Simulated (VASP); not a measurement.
# TiPdSe4 (P2/m) in VASP: single point with PBE

Aim: the single point of TiPdSe4 with PBE.

Everything below comes from runs of VASP 6.6.1. Logs are shortened: lines on timing, memory, paths and dates and some standing lists are left out, and cuts for length are marked.

**1. The cell of the first run**

It takes space group P2/m (No. 10, monoclinic). Conventional cell: a = 6.099 Å, b = 3.635 Å, c = 6.612 Å, α = 90.00°, β = 90.13°, γ = 90.00°. Ti (site symmetry 2/m) has 6 Se at 2.55 to 2.58 Å within 3.4 Å. Within 3.4 Å of Pd (site symmetry 2/m) lie 6 Se at 2.54 to 2.56 Å. Se (site symmetry m) has 2 Pd at 2.54 Å and 1 Ti at 2.55 Å and 9 Se at 3.53 to 3.68 Å within 3.7 Å. Se (site symmetry m) has 1 Pd at 2.56 Å and 2 Ti at 2.58 Å and 9 Se at 3.53 to 3.68 Å within 3.7 Å.

**2. Single point, PBE**

INCAR reads:

```
PREC = Accurate
ENCUT = 520
EDIFF = 1E-6
ISMEAR = 0
SIGMA = 0.1
LREAL = F
LASPH = T
NELM = 80
ALGO = Normal
ISIF = 2
LWAVE = F
LCHARG = F
GGA = PE
NBANDS = 32
```

KPOINTS reads:

```
Automatic mesh
0
Gamma
  6 8 6
```

POSCAR reads:

```
TiPdSe4
1.0
    6.0971799216      0.0000000000      0.1679290721
    0.0000000000      3.6347462231      0.0000000000
   -0.1674248967      0.0000000000      6.6101795445
Ti Pd Se
1 1 4
Direct
    0.0000000000      0.0000000000      0.0000000000
    0.5000000000      0.5000000000      0.0000000000
    0.3406493753      0.0000000000      0.7754808144
    0.6593506247      0.0000000000      0.2245191856
    0.1626587050      0.5000000000      0.2319540591
    0.8373412950      0.5000000000      0.7680459409
```

Potentials or basis: VASP PAW PBE potentials, release 64 (Ti_sv, Pd, Se).

Command:

```bash
$ cat potpaw_PBE.64/Ti_sv/POTCAR potpaw_PBE.64/Pd/POTCAR potpaw_PBE.64/Se/POTCAR > POTCAR
$ mpirun -np 1 vasp_std > vasp.out
```

OUTCAR:

```text
PREC = Accurate
   ENCUT = 520
   EDIFF = 1E-6
   ISMEAR = 0
   LREAL = F
   LASPH = T
   NELM = 80
   ISIF = 2
   GGA = PE

 ion  position               nearest neighbor table
   1  0.000  0.000  0.000-   3 2.55   4 2.55   5 2.58   6 2.58   5 2.58   6 2.58
   2  0.500  0.500  0.000-   3 2.54   4 2.54   3 2.54   4 2.54   5 2.56   6 2.56
   3  0.341  0.000  0.775-   2 2.54   2 2.54   1 2.55
   4  0.659  0.000  0.225-   2 2.54   2 2.54   1 2.55
   5  0.163  0.500  0.232-   2 2.56   1 2.58   1 2.58
   6  0.837  0.500  0.768-   2 2.56   1 2.58   1 2.58

  LATTYP: Found a simple monoclinic cell.
 ALAT       =     6.0994920419
 B/A-ratio  =     0.5959096591
 C/A-ratio  =     1.0840737977
 COS(beta)  =    -0.0022121971

  Lattice vectors:

 A1 = (   6.0971799216,   0.0000000000,   0.1679290721)
 A2 = (   0.0000000000,  -3.6347462231,   0.0000000000)
 A3 = (   0.1674248967,   0.0000000000,  -6.6101795445)

Analysis of symmetry for initial positions (statically):
=====================================================================
 Subroutine PRICEL returns:
 Original cell was already a primitive cell.

 Routine SETGRP: Setting up the symmetry group for a
 simple monoclinic supercell.

 Subroutine GETGRP returns: Found  4 space group operations
 (whereof  4 operations were pure point group operations)
 out of a pool of  4 trial point group operations.

The static configuration has the point symmetry C_2h.

Analysis of symmetry for dynamics (positions and initial velocities):
=====================================================================
 Subroutine PRICEL returns:
 Original cell was already a primitive cell.

 Routine SETGRP: Setting up the symmetry group for a
 simple monoclinic supercell.

 Subroutine GETGRP returns: Found  4 space group operations
 (whereof  4 operations were pure point group operations)
 out of a pool of  4 trial point group operations.

The dynamic configuration has the point symmetry C_2h.

 Subroutine INISYM returns: Found  4 space group operations
 (whereof  4 operations are pure point group operations),
 and found     1 'primitive' translations

----------------------------------------------------------------------------------------

                                     Primitive cell

  volume of cell :     146.5950

  direct lattice vectors                    reciprocal lattice vectors
     6.097179922  0.000000000  0.167929072     0.163895916  0.000000000  0.004151212
     0.000000000  3.634746223  0.000000000     0.000000000  0.275122371  0.000000000
    -0.167424897  0.000000000  6.610179545    -0.004163713  0.000000000  0.151176361

  length of vectors
     6.099492042  3.634746223  6.612299502     0.163948480  0.275122371  0.151233689

  position of ions in fractional coordinates (direct lattice)
     0.000000000  0.000000000  0.000000000
     0.500000000  0.500000000  0.000000000
     0.340649375  0.000000000  0.775480814
     0.659350625  0.000000000  0.224519186
     0.162658705  0.500000000  0.231954059
     0.837341295  0.500000000  0.768045941

  ion indices of the primitive-cell ions
   primitive index   ion index
                 1           1
                 2           2
                 3           3
                 4           4
                 5           5
                 6           6

----------------------------------------------------------------------------------------

 KPOINTS: Automatic mesh

Automatic generation of k-mesh.
 Grid dimensions read from file:
 generate k-points for:    6    8    6

 Generating k-lattice:

  Cartesian coordinates                     Fractional coordinates (reciprocal lattice)
     0.027315986  0.000000000  0.000691869     0.166666667  0.000000000  0.000000000
     0.000000000  0.034390296  0.000000000     0.000000000  0.125000000  0.000000000
    -0.000693952  0.000000000  0.025196060     0.000000000  0.000000000  0.166666667

  Length of vectors
     0.027324747  0.034390296  0.025205615

  Shift w.r.t. Gamma in fractional coordinates (k-lattice)
     0.000000000  0.000000000  0.000000000

 Subroutine IBZKPT returns following result:
 ===========================================

 Found    100 irreducible k-points:

 Following reciprocal coordinates:
            Coordinates               Weight
  0.000000  0.000000  0.000000      1.000000
  0.166667  0.000000  0.000000      2.000000
  0.333333  0.000000  0.000000      2.000000
  0.500000  0.000000 -0.000000      1.000000
  0.000000  0.125000  0.000000      2.000000
  0.166667  0.125000  0.000000      4.000000
[... 16 lines left out ...]
  0.333333  0.000000  0.166667      2.000000
  0.500000  0.000000  0.166667      2.000000
 [... further k-points ...]
   k-points           NKPTS =    100   k-points in BZ     NKDIM =    100   number of bands    NBANDS=     32
   number of dos      NEDOS =    301   number of ions     NIONS =      6
   total plane-waves  NPLWV =  67200
   dimension x,y,z NGX =    48 NGY =   28 NGZ =   50
   dimension x,y,z NGXF=    96 NGYF=   56 NGZF=  100
   ions per type =               1   1   4
   NGX,Y,Z   is equivalent  to a cutoff of  13.08, 12.81, 12.57 a.u.
   NGXF,Y,Z  is equivalent  to a cutoff of  26.17, 25.61, 25.14 a.u.
 SYSTEM =  unknown system
   PREC   = accura    normal or accurate (medium, high low for compatibility)
   ISTART =      0    job   : 0-new  1-cont  2-samecut
   ICHARG =      2    charge: 1-file 2-atom 10-const
   ISPIN  =      1    spin polarized calculation?
   LNONCOLLINEAR =      F non collinear calculations
   LSORBIT =      F    spin-orbit coupling
   LASPH  =      T    aspherical Exc in radial PAW
   ENCUT  =  520.0 eV  38.22 Ry    6.18 a.u.  11.34  6.76 12.29*2*pi/ulx,y,z
   NELM   =     80;   NELMIN=  2; NELMDL= -5     # of ELM steps
   EDIFF  = 0.1E-05   stopping-criterion for ELM
   LREAL  =      F    real-space projection
   EDIFFG = 0.1E-04   stopping-criterion for IOM
   NSW    =      0    number of steps for IOM
   IBRION =     -1    ionic relax: 0-MD 1-quasi-New 2-CG
   NFREE  =      0    steps in history (QN), initial steepest desc. (CG)
   ISIF   =      2    stress and relaxation
   ISYM   =      2    0-nonsym 1-usesym 2-fastsym
   POTIM  = 0.5000    time-step for ionic-motion
   TEBEG  =    0.0;   TEEND  =   0.0 temperature during run
   PSTRESS=    0.0 pullay stress
   NELECT =      46.0000    total number of electrons
   NUPDOWN=      -1.0000    fix difference up-down
   EMIN   =  10.00;   EMAX   =-10.00  energy-range for DOS
   EFERMI =   0.00;   METHOD = LEGACY
   ISMEAR =     0;   SIGMA  =   0.10  broadening in eV -4-tet -1-fermi 0-gaus
   EFERMI_NEDOS =   21; number of points for ismear=-14 and -15
   IALGO  =     38    algorithm
   IMIX   =      4    mixing-type and parameters
     AMIX     =   0.40;   BMIX     =  1.00
     AMIX_MAG =   1.60;   BMIX_MAG =  1.00
  volume/ion in A,a.u.               =      24.43       164.88
  Fermi-wavevector in a.u.,A,eV,Ry     =   1.112468  2.102261 16.838380  1.237586
  Thomas-Fermi vector in A             =   2.249043
   LORBIT       =      0    0 simple, 1 ext, 2 COOP (PROOUT), +10 PAW based schemes
   GGA     = PE    functional components
   LHFCALC =     F    Hartree Fock is set to
   AEXX    =    0.0000 exact exchange contribution
   IVDW    =     0    specifies the selected vdW correction
   LEPSILON=     F    determine dielectric tensor
   LRPA    =     F    only Hartree local field effects (RPA)
 non-spin polarized calculation
 Gauss-broadening in eV      SIGMA  =   0.10
  energy-cutoff  :      520.00
  volume of cell :      146.60
 maximum number of plane-waves:      3976
 NGX is ok and might be reduce to    48
   NGX = 23   NGY = 13   NGZ = 25

 number of electron      46.0000001 magnetization

 Free energy of the ion-electron system (eV)
  ---------------------------------------------------
  ext. energy  EPLUGINS =         0.00000000
  ---------------------------------------------------
  free energy    TOTEN  =       -30.87840633 eV

  energy without entropy =      -30.86794380  energy(sigma->0) =      -30.87317506

 E-fermi :   3.7162     XC(G=0):  -9.3555

 val. band max:        3.7123389552   @ k =   0.5000   0.5000  -0.0000
 cond. band min:       3.7243892729   @ k =   0.5000   0.5000   0.1667
 fundamental gap:      0.0120503177
 Fermi energy:         3.7162011438

 k-point     1 :       0.0000    0.0000    0.0000
  band No.  band energies     occupation
      1     -54.0309      2.00000
      2     -30.3006      2.00000
      3     -30.2327      2.00000
      4     -30.2224      2.00000
      5     -10.1721      2.00000
      6      -9.0423      2.00000
[... 24 lines left out ...]
     31       8.5267      0.00000
     32       9.3046      0.00000

 k-point     2 :       0.1667    0.0000    0.0000
  band No.  band energies     occupation
      1     -54.0309      2.00000
      2     -30.3006      2.00000
      3     -30.2327      2.00000
      4     -30.2224      2.00000
      5     -10.1006      2.00000
      6      -9.0296      2.00000
[... 24 lines left out ...]
     31       8.8810      0.00000
     32       9.5144      0.00000

 k-point     3 :       0.3333    0.0000    0.0000
  band No.  band energies     occupation
      1     -54.0309      2.00000
      2     -30.3007      2.00000
      3     -30.2328      2.00000
      4     -30.2224      2.00000
      5      -9.8993      2.00000
      6      -9.2039      2.00000
[... 24 lines left out ...]
     31       9.5194      0.00000
     32       9.9041      0.00000

 k-point     4 :       0.5000    0.0000   -0.0000
  band No.  band energies     occupation
      1     -54.0309      2.00000
      2     -30.3007      2.00000
      3     -30.2327      2.00000
      4     -30.2224      2.00000
      5      -9.6794      2.00000
      6      -9.4606      2.00000
[... 654 lines left out ...]
     31       8.9274      0.00000
     32       9.4941      0.00000

 k-point    23 :       0.3333    0.0000    0.1667
  band No.  band energies     occupation
      1     -54.0309      2.00000
      2     -30.3007      2.00000
      3     -30.2327      2.00000
      4     -30.2224      2.00000
      5      -9.8769      2.00000
      6      -9.2031      2.00000
[... 24 lines left out ...]
     31       9.4087      0.00000
     32      10.0269      0.00000

 k-point    24 :       0.5000    0.0000    0.1667
  band No.  band energies     occupation
      1     -54.0309      2.00000
      2     -30.3007      2.00000
      3     -30.2328      2.00000
      4     -30.2224      2.00000
      5      -9.6612      2.00000
      6      -9.4392      2.00000
[... 24 lines left out ...]
     31       9.9126      0.00000
     32      10.0173      0.00000

 [... further k-points ...]

------------------------ aborting loop because EDIFF is reached ----------------------------------------

  FORCE on cell =-STRESS in cart. coord.  units (eV):
  Direction    XX          YY          ZZ          XY          YZ          ZX
  --------------------------------------------------------------------------------------
  -------------------------------------------------------------------------------------
  Total        0.0510415      0.0367830      0.0602694      0.0000000      0.0000000      0.0043487
  in kB        0.5578465      0.4020117      0.6587008      0.0000000      0.0000000      0.0475279
  external PRESSURE =       0.5395197 kB  Pullay stress =       0.0000000 kB

 VOLUME and BASIS-vectors are now :
 -----------------------------------------------------------------------------
  energy-cutoff  :      520.00
  volume of cell :      146.60
      direct lattice vectors                 reciprocal lattice vectors
     6.097179922  0.000000000  0.167929072     0.163895916  0.000000000  0.004151212
     0.000000000  3.634746223  0.000000000     0.000000000  0.275122371  0.000000000
    -0.167424897  0.000000000  6.610179545    -0.004163713  0.000000000  0.151176361

 POSITION                                       TOTAL-FORCE (eV/Angst)
 -----------------------------------------------------------------------------------
      0.00000      0.00000      0.00000         0.000000     -0.000000      0.000000
      3.04859      1.81737      0.08396         0.000000     -0.000000      0.000000
      1.94717      0.00000      5.18327         0.001914     -0.000000     -0.011266
      3.98259      0.00000      1.59484        -0.001914     -0.000000      0.011266
      0.95292      1.81737      1.56057        -0.000800      0.000000      0.009741
      4.97683      1.81737      5.21754         0.000800     -0.000000     -0.009741
 -----------------------------------------------------------------------------------
    total drift:                                0.000000     -0.000000      0.000000

  FREE ENERGIE OF THE ION-ELECTRON SYSTEM (eV)
  ---------------------------------------------------
  free  energy   TOTEN  =       -30.8784063274 eV

  energy  without entropy=      -30.8679438010  energy(sigma->0) =      -30.87317506
```

Wall time 4 min (1 thread of Intel Xeon 6975P-C (Granite Rapids), shared host); peak memory 0.57 GiB.

Results:

* Free energy: -30.8784 eV
* Pressure: 0.1 GPa
* Largest force: 0.011 eV/Å
* Band gap on the k mesh: zero (bands 23 and 24 overlap by 0.32 eV)

Forces in eV/Å, atoms in the order of the input:
```
Ti   0.000  0.000  0.000
Pd   0.000  0.000  0.000
Se   0.002  0.000 -0.011
Se  -0.002  0.000  0.011
Se  -0.001  0.000  0.010
Se   0.001  0.000 -0.010
```

Caveat: this functional lacks dispersion, which binds layers or chains, so the pressure and a relaxed spacing across them are unreliable.
